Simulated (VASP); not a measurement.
# Hg (R-3m) in VASP: a series of runs

Runs on Hg. Level: PBE. Tasks: single point, relaxation of cell and atoms.

All numbers are computed with VASP 6.6.1; they aren't measurements. Logs are shortened: lines on timing, memory, paths and dates and some standing lists are left out, and cuts for length are marked.

## (1) The cell of the first run

Symmetry: R-3m, No. 166, trigonal system. Conventional cell: a = 3.947 Å, b = 3.947 Å, c = 6.398 Å, α = 90.00°, β = 90.00°, γ = 120.00°. Within 4.1 Å of Hg (site symmetry -3m) lie 12 Hg at 3.12 to 3.95 Å.

## (2) Single point, PBE

File INCAR:

```
ALGO = Fast
EDIFF = 1E-7
ENCUT = 520
GGA = PE
ISIF = 2
ISMEAR = 0
LASPH = T
LCHARG = F
LREAL = F
LWAVE = F
NBANDS = 12
NELM = 80
PREC = Accurate
SIGMA = 0.05
```

File KPOINTS:

```
k-points
0
Gamma
  16 16 16
```

File POSCAR:

```
Hg
1.0
    1.9737334290      1.1395355266      2.1327292506
   -1.9737334290      1.1395355266      2.1327292506
    0.0000000000     -2.2790710531      2.1327292506
Hg
1
Direct
    0.0000000000      0.0000000000      0.0000000000
```

Potentials or basis: VASP PAW PBE potentials, release 64 (Hg).

On the command line:

```console
> cat potpaw_PBE.64/Hg/POTCAR > POTCAR
> mpirun -np 1 vasp_std > vasp.out
```

OUTCAR:

```text
EDIFF = 1E-7
   ENCUT = 520
   GGA = PE
   ISIF = 2
   ISMEAR = 0
   LASPH = T
   LREAL = F
   NELM = 80
   PREC = Accurate

 ion  position               nearest neighbor table
   1  0.000  0.000  0.000-

  LATTYP: Found a trigonal (rhomboedric) cell.
 ALAT       =     3.1213296720
 COS(alpha) =     0.2002988740

  Lattice vectors:

 A1 = (   1.9737334290,   1.1395355266,   2.1327292506)
 A2 = (  -1.9737334290,   1.1395355266,   2.1327292506)
 A3 = (   0.0000000000,  -2.2790710531,   2.1327292506)

Analysis of symmetry for initial positions (statically):
=====================================================================
 Subroutine PRICEL returns:
 Original cell was already a primitive cell.

 Routine SETGRP: Setting up the symmetry group for a
 trigonal (rhombohedral) supercell.

 Subroutine GETGRP returns: Found 12 space group operations
 (whereof 12 operations were pure point group operations)
 out of a pool of 12 trial point group operations.

The static configuration has the point symmetry D_3d.

Analysis of symmetry for dynamics (positions and initial velocities):
=====================================================================
 Subroutine PRICEL returns:
 Original cell was already a primitive cell.

 Routine SETGRP: Setting up the symmetry group for a
 trigonal (rhombohedral) supercell.

 Subroutine GETGRP returns: Found 12 space group operations
 (whereof 12 operations were pure point group operations)
 out of a pool of 12 trial point group operations.

The dynamic configuration has the point symmetry D_3d.

 Subroutine INISYM returns: Found 12 space group operations
 (whereof 12 operations are pure point group operations),
 and found     1 'primitive' translations

----------------------------------------------------------------------------------------

                                     Primitive cell

  volume of cell :      28.7808

  direct lattice vectors                    reciprocal lattice vectors
     1.973733429  1.139535527  2.132729251     0.253327016  0.146258421  0.156294257
    -1.973733429  1.139535527  2.132729251    -0.253327016  0.146258421  0.156294257
     0.000000000 -2.279071053  2.132729251     0.000000000 -0.292516842  0.156294257

  length of vectors
     3.121329672  3.121329672  3.121329672     0.331653430  0.331653430  0.331653430

  position of ions in fractional coordinates (direct lattice)
     0.000000000  0.000000000  0.000000000

  ion indices of the primitive-cell ions
   primitive index   ion index
                 1           1

----------------------------------------------------------------------------------------

 KPOINTS: k-points

Automatic generation of k-mesh.
 Grid dimensions read from file:
 generate k-points for:   16   16   16

 Generating k-lattice:

  Cartesian coordinates                     Fractional coordinates (reciprocal lattice)
     0.015832939  0.009141151  0.009768391     0.062500000  0.000000000  0.000000000
    -0.015832939  0.009141151  0.009768391     0.000000000  0.062500000  0.000000000
     0.000000000 -0.018282303  0.009768391     0.000000000  0.000000000  0.062500000

  Length of vectors
     0.020728339  0.020728339  0.020728339

  Shift w.r.t. Gamma in fractional coordinates (k-lattice)
     0.000000000  0.000000000  0.000000000

 Subroutine IBZKPT returns following result:
 ===========================================

 Found    417 irreducible k-points:

 Following reciprocal coordinates:
            Coordinates               Weight
  0.000000  0.000000  0.000000      1.000000
  0.062500  0.000000  0.000000      6.000000
  0.125000  0.000000  0.000000      6.000000
  0.187500  0.000000  0.000000      6.000000
  0.250000  0.000000  0.000000      6.000000
  0.312500  0.000000  0.000000      6.000000
[... 16 lines left out ...]
 -0.125000  0.062500 -0.000000     12.000000
 -0.062500  0.062500  0.000000      6.000000
 [... further k-points ...]
   k-points           NKPTS =    417   k-points in BZ     NKDIM =    417   number of bands    NBANDS=     12
   number of dos      NEDOS =    301   number of ions     NIONS =      1
   total plane-waves  NPLWV =  13824
   dimension x,y,z NGX =    24 NGY =   24 NGZ =   24
   dimension x,y,z NGXF=    48 NGYF=   48 NGZF=   48
   ions per type =               1
   NGX,Y,Z   is equivalent  to a cutoff of  12.78, 12.78, 12.78 a.u.
   NGXF,Y,Z  is equivalent  to a cutoff of  25.57, 25.57, 25.57 a.u.
 SYSTEM =  unknown system
   PREC   = accura    normal or accurate (medium, high low for compatibility)
   ISTART =      0    job   : 0-new  1-cont  2-samecut
   ICHARG =      2    charge: 1-file 2-atom 10-const
   ISPIN  =      1    spin polarized calculation?
   LNONCOLLINEAR =      F non collinear calculations
   LSORBIT =      F    spin-orbit coupling
   LASPH  =      T    aspherical Exc in radial PAW
   ENCUT  =  520.0 eV  38.22 Ry    6.18 a.u.   5.80  5.80  5.80*2*pi/ulx,y,z
   NELM   =     80;   NELMIN=  2; NELMDL= -5     # of ELM steps
   EDIFF  = 0.1E-06   stopping-criterion for ELM
   LREAL  =      F    real-space projection
   EDIFFG = 0.1E-05   stopping-criterion for IOM
   NSW    =      0    number of steps for IOM
   IBRION =     -1    ionic relax: 0-MD 1-quasi-New 2-CG
   NFREE  =      0    steps in history (QN), initial steepest desc. (CG)
   ISIF   =      2    stress and relaxation
   ISYM   =      2    0-nonsym 1-usesym 2-fastsym
   POTIM  = 0.5000    time-step for ionic-motion
   TEBEG  =    0.0;   TEEND  =   0.0 temperature during run
   PSTRESS=    0.0 pullay stress
   NELECT =      12.0000    total number of electrons
   NUPDOWN=      -1.0000    fix difference up-down
   EMIN   =  10.00;   EMAX   =-10.00  energy-range for DOS
   EFERMI =   0.00;   METHOD = LEGACY
   ISMEAR =     0;   SIGMA  =   0.05  broadening in eV -4-tet -1-fermi 0-gaus
   EFERMI_NEDOS =   21; number of points for ismear=-14 and -15
   IALGO  =     68    algorithm
   IMIX   =      4    mixing-type and parameters
     AMIX     =   0.40;   BMIX     =  1.00
     AMIX_MAG =   1.60;   BMIX_MAG =  1.00
  volume/ion in A,a.u.               =      28.78       194.22
  Fermi-wavevector in a.u.,A,eV,Ry     =   1.223022  2.311176 20.351348  1.495782
  Thomas-Fermi vector in A             =   2.358147
   LORBIT       =      0    0 simple, 1 ext, 2 COOP (PROOUT), +10 PAW based schemes
   GGA     = PE    functional components
   LHFCALC =     F    Hartree Fock is set to
   AEXX    =    0.0000 exact exchange contribution
   IVDW    =     0    specifies the selected vdW correction
   LEPSILON=     F    determine dielectric tensor
   LRPA    =     F    only Hartree local field effects (RPA)
 non-spin polarized calculation
 RMM-DIIS sequential band-by-band and
 Gauss-broadening in eV      SIGMA  =   0.05
  energy-cutoff  :      520.00
  volume of cell :       28.78
 maximum number of plane-waves:       791
   NGX = 11   NGY = 11   NGZ = 11

 number of electron      12.0000003 magnetization

 Free energy of the ion-electron system (eV)
  ---------------------------------------------------
  ext. energy  EPLUGINS =         0.00000000
  ---------------------------------------------------
  free energy    TOTEN  =        -0.16483745 eV

  energy without entropy =       -0.16468531  energy(sigma->0) =       -0.16476138

 E-fermi :   1.4170     XC(G=0):  -9.7304

 val. band max:        1.3725346182   @ k =   0.5000   0.4375   0.3750
 cond. band min:       1.4427031382   @ k =  -0.4375   0.3750   0.3750
 fundamental gap:      0.0701685200
 Fermi energy:         1.4170199723

 k-point     1 :       0.0000    0.0000    0.0000
  band No.  band energies     occupation
      1      -6.3906      2.00000
      2      -5.9683      2.00000
      3      -5.9683      2.00000
      4      -4.5148      2.00000
      5      -4.5148      2.00000
      6      -4.4845      2.00000
      7      11.6189      0.00000
      8      11.6189      0.00000
      9      11.9231      0.00000
     10      15.1563      0.00000
     11      16.7330      0.00000
     12      16.7330      0.00000

 k-point     2 :       0.0625    0.0000    0.0000
  band No.  band energies     occupation
      1      -6.3227      2.00000
      2      -5.9640      2.00000
      3      -5.9335      2.00000
      4      -4.5312      2.00000
      5      -4.5195      2.00000
      6      -4.4912      2.00000
      7      10.8142      0.00000
      8      11.6876      0.00000
      9      11.9265      0.00000
     10      15.5429      0.00000
     11      16.7397      0.00000
     12      17.3305      0.00000

 k-point     3 :       0.1250    0.0000    0.0000
  band No.  band energies     occupation
      1      -6.1716      2.00000
      2      -5.9521      2.00000
      3      -5.7806      2.00000
      4      -4.5768      2.00000
      5      -4.5424      2.00000
      6      -4.4981      2.00000
      7       9.1784      0.00000
      8      11.8820      0.00000
      9      12.0838      0.00000
     10      15.9249      0.00000
     11      16.7650      0.00000
     12      18.9580      0.00000
[... 286 lines left out ...]
 k-point    23 :      -0.1250    0.0625   -0.0000
  band No.  band energies     occupation
      1      -6.0859      2.00000
      2      -5.9215      2.00000
      3      -5.7682      2.00000
      4      -4.5754      2.00000
      5      -4.5400      2.00000
      6      -4.4936      2.00000
      7       8.9113      0.00000
      8      10.7444      0.00000
      9      12.2347      0.00000
     10      16.2338      0.00000
     11      17.7415      0.00000
     12      19.2202      0.00000

 k-point    24 :      -0.0625    0.0625    0.0000
  band No.  band energies     occupation
      1      -6.2360      2.00000
      2      -5.9371      2.00000
      3      -5.9273      2.00000
      4      -4.5334      2.00000
      5      -4.5310      2.00000
      6      -4.4881      2.00000
      7      10.3894      0.00000
      8      10.9662      0.00000
      9      11.9788      0.00000
     10      16.0069      0.00000
     11      17.3758      0.00000
     12      17.6171      0.00000

 [... further k-points ...]
[... 5 lines left out ...]
  --------------------------------------------------------------------------------------
  -------------------------------------------------------------------------------------
  Total        0.0232264      0.0232264      0.0441519      0.0000000      0.0000000      0.0000000
  in kB        1.2929726      1.2929726      2.4578578      0.0000000      0.0000000      0.0000000
  external PRESSURE =       1.6812676 kB  Pullay stress =       0.0000000 kB

 VOLUME and BASIS-vectors are now :
 -----------------------------------------------------------------------------
  energy-cutoff  :      520.00
  volume of cell :       28.78
      direct lattice vectors                 reciprocal lattice vectors
     1.973733429  1.139535527  2.132729251     0.253327016  0.146258421  0.156294257
    -1.973733429  1.139535527  2.132729251    -0.253327016  0.146258421  0.156294257
     0.000000000 -2.279071053  2.132729251     0.000000000 -0.292516842  0.156294257

 POSITION                                       TOTAL-FORCE (eV/Angst)
 -----------------------------------------------------------------------------------
      0.00000      0.00000      0.00000         0.000000     -0.000000      0.000000
 -----------------------------------------------------------------------------------
    total drift:                                0.000000     -0.000000     -0.000000

  FREE ENERGIE OF THE ION-ELECTRON SYSTEM (eV)
  ---------------------------------------------------
  free  energy   TOTEN  =        -0.1648374463 eV

  energy  without entropy=       -0.1646853109  energy(sigma->0) =       -0.16476138
```

Wall time 29 s (1 thread of Intel Xeon 6975P-C (Granite Rapids), shared host); peak memory 0.25 GiB.

What came out:

| Property | Result |
| --- | --- |
| Free energy | -0.1648 eV |
| Pressure | 0.2 GPa |
| Band gap on the k mesh | zero (bands 6 and 7 overlap by 3.26 eV) |

Stress tensor (GPa, compression positive):
```
0.13 0.00 0.00
0.00 0.13 0.00
0.00 0.00 0.25
```

Caveat: spin-orbit coupling is left out, which moves the levels of the heavy elements.

## (3) Single point, PBE

This run uses another cell than the first one, of 29.05 Å³/atom.

File INCAR:

```
  PREC = Accurate
  ENCUT = 520
  EDIFF = 1E-7
  ISMEAR = 0
  SIGMA = 0.05
  LREAL = False
  LASPH = True
  NELM = 80
  ALGO = Normal
  ISIF = 2
  LWAVE = False
  LCHARG = True
  GGA = PE
  LELF = True
  LVHAR = True
  NBANDS = 12
```

File KPOINTS:

```
regular mesh
0
Gamma
  14 14 14
```

File POSCAR:

```
Hg
1.0
    2.0460118912      1.1812655161      2.0034915238
   -2.0460118912      1.1812655161      2.0034915238
    0.0000000000     -2.3625310322      2.0034915238
Hg
1
Direct
    0.0000000000      0.0000000000      0.0000000000
```

Potentials or basis: VASP PAW PBE potentials, release 64 (Hg).

On the command line:

```console
> cat potpaw_PBE.64/Hg/POTCAR > POTCAR
> mpirun -np 1 vasp_std > vasp.out
```

Run time: 17 s. Hardware: 1 thread of Intel Xeon 6975P-C (Granite Rapids), shared host; peak memory 0.21 GiB.

It converged, with:

```yaml
Free_energy: -0.1637 eV
Pressure: 0.1 GPa
Band_gap_on_the_k_mesh: zero (bands 6 and 7 overlap by 3.99 eV)
```

Levels at points of the mesh, in eV from the Fermi level:
| k point | band 3 | band 4 | band 5 | band 6 | band 7 | band 8 | band 9 | band 10 |
| --- | --- | --- | --- | --- | --- | --- | --- | --- |
| (0.00, 0.00, 0.00) | -7.50 | -5.87 | -5.87 | -5.83 | 9.87 | 9.87 | 10.11 | 13.24 |
| (0.50, 0.00, 0.00) | -6.34 | -6.21 | -5.82 | -2.79 | -1.29 | 12.20 | 12.22 | 15.76 |
| (0.50, 0.50, 0.00) | -6.22 | -6.20 | -5.32 | 0.25 | 0.93 | 2.61 | 7.51 | 13.59 |
| (0.50, 0.50, 0.50) | -7.02 | -5.31 | -5.31 | 2.70 | 3.20 | 5.76 | 5.76 | 9.28 |

Caveat: spin-orbit coupling is left out, which moves the levels of the heavy elements.

## (4) Relaxation of cell and atoms, PBE

File INCAR:

```
SYSTEM = Hg
PREC     = Accurate       ! precision mode
ENCUT    = 600            ! plane-wave cutoff, eV
EDIFF    = 1E-7           ! SCF threshold, eV
ISMEAR   = 0              ! smearing method
SIGMA    = 0.05           ! smearing width, eV
LREAL    = .FALSE.        ! projectors in reciprocal space
LASPH    = .TRUE.         ! aspherical terms in the spheres
NELM     = 100            ! most SCF steps
ALGO     = Normal         ! electronic algorithm
ISIF     = 3              ! what is computed and relaxed
LWAVE    = .FALSE.        ! write WAVECAR
LCHARG   = .FALSE.        ! write CHGCAR
GGA      = PE             ! functional
IBRION   = 2              ! ionic algorithm
NSW      = 50             ! ionic steps
EDIFFG   = -0.01          ! ionic threshold
```

File KPOINTS:

```
regular mesh
0
G
  14 14 14
  0 0 0
```

File POSCAR:

```
Hg
1.0
    1.9737334290      1.1395355266      2.1327292506
   -1.9737334290      1.1395355266      2.1327292506
    0.0000000000     -2.2790710531      2.1327292506
Hg
1
Direct
    0.0000000000      0.0000000000      0.0000000000
```

Potentials or basis: VASP PAW PBE potentials, release 64 (Hg).

On the command line:

```console
> cat potpaw_PBE.64/Hg/POTCAR > POTCAR
> mpirun -np 1 vasp_std > vasp.out
```

OUTCAR:

```text
SYSTEM = Hg
   PREC = Accurate
   ENCUT = 600
   EDIFF = 1E-7
   ISMEAR = 0
   LREAL = .FALSE.
   LASPH = .TRUE.
   NELM = 100
   ISIF = 3
   GGA = PE
   IBRION = 2
   NSW = 50
   EDIFFG = -0.01

 ion  position               nearest neighbor table
   1  0.000  0.000  0.000-

  LATTYP: Found a trigonal (rhomboedric) cell.
 ALAT       =     3.1213296720
 COS(alpha) =     0.2002988740

  Lattice vectors:

 A1 = (   1.9737334290,   1.1395355266,   2.1327292506)
 A2 = (  -1.9737334290,   1.1395355266,   2.1327292506)
 A3 = (   0.0000000000,  -2.2790710531,   2.1327292506)

Analysis of symmetry for initial positions (statically):
=====================================================================
[... 286 lines left out ...]

 E-fermi :   1.1671     XC(G=0):  -9.5119

 val. band max:        1.1474082664   @ k =   0.5000   0.1429   0.1429
 cond. band min:       1.2101176079   @ k =   0.5000   0.2143  -0.0000
 fundamental gap:      0.0627093415
 Fermi energy:         1.1670649690

 k-point     1 :       0.0000    0.0000    0.0000
  band No.  band energies     occupation
      1      -6.3695      2.00000
      2      -6.0555      2.00000
      3      -6.0555      2.00000
      4      -4.7208      2.00000
      5      -4.7208      2.00000
      6      -4.6890      2.00000
      7      11.1277      0.00000
      8      11.1277      0.00000
      9      11.5098      0.00000
     10      14.5474      0.00000
[... 287 lines left out ...]
 k-point    24 :       0.2857    0.1429   -0.0000
  band No.  band energies     occupation
      1      -6.0049      2.00000
      2      -5.6745      2.00000
      3      -5.1834      2.00000
      4      -4.8568      2.00000
      5      -4.7611      2.00000
      6      -4.3535      2.00000
      7       5.3246      0.00000
      8      10.8077      0.00000
      9      11.9533      0.00000
     10      14.1511      0.00000

 [... further k-points ...]
[... 5 lines left out ...]
  --------------------------------------------------------------------------------------
  -------------------------------------------------------------------------------------
  Total       -0.0087210     -0.0087210      0.0064616      0.0000000      0.0000000      0.0000000
  in kB       -0.4661187     -0.4661187      0.3453606      0.0000000      0.0000000      0.0000000
  external PRESSURE =      -0.1956256 kB  Pullay stress =       0.0000000 kB
[... 16 lines left out ...]
  FREE ENERGIE OF THE ION-ELECTRON SYSTEM (eV)
  ---------------------------------------------------
  free  energy   TOTEN  =        -0.1628483842 eV

  energy  without entropy=       -0.1626246210  energy(sigma->0) =       -0.16273650

 reached required accuracy - stopping structural energy minimisation
```

It took 86 s on 1 thread of Intel Xeon 6975P-C (Granite Rapids), shared host; peak memory 0.25 GiB.

What came out:

- Free energy: -0.1628 eV
- Relaxed volume: 29.98 Å³/atom
- Relaxed cell: a = 3.165 Å, b = 3.165 Å, c = 3.165 Å, α = 78.38°, β = 78.38°, γ = 78.38°
- Space group after relaxing (to 0.1 Å): R-3m (No. 166)
- Energy gained by relaxing: 1.3 meV/atom
- Ionic steps: 4
- Pressure after relaxing: 0.0 GPa
- Band gap on the k mesh: zero (bands 6 and 7 overlap by 2.90 eV)

Step by step:
| step | energy change (eV) | largest force (eV/Å) | pressure (GPa) | volume (Å³) |
| --- | --- | --- | --- | --- |
| 1 | 0.0000 | 0.0000 | 0.36 | 28.78 |
| 2 | -0.0005 | 0.0000 | 0.26 | 29.05 |
| 3 | -0.0013 | 0.0000 | 0.04 | 29.82 |
| 4 | -0.0013 | 0.0000 | -0.02 | 29.98 |

Final structure:
```xyz
1
Lattice="1.9998 1.1546 2.1639 -1.9998 1.1546 2.1639 0.0000 -2.3091 2.1639" Properties=species:S:1:pos:R:3 pbc="T T T"
Hg    0.0000    2.3091    4.3278
```

Caveat: spin-orbit coupling is left out, which moves the levels of the heavy elements.

## (5) The runs side by side

```tsv
task	cell	k mesh	cutoff (eV)	gap on the mesh (eV)	pressure (GPa)
single point	a = 3.121 Å, angles 78.4°, 1 atom	16 × 16 × 16	520	none	0.2
single point	a = 3.098 Å, angles 82.7°, 1 atom	14 × 14 × 14	520	none	0.1
relaxation of cell and atoms	relaxed from a = 3.121 Å, angles 78.4°, 1 atom	14 × 14 × 14	600	none	0.0
```

Alike in all rows: level PBE; potentials or basis VASP PAW PBE potentials, release 64 (Hg); no spin polarisation; smearing gaussian 0.05 eV.

Caveats: spin-orbit coupling is left out, which moves the levels of the heavy elements.

Absolute energies hang on the potentials; compare differences alone.
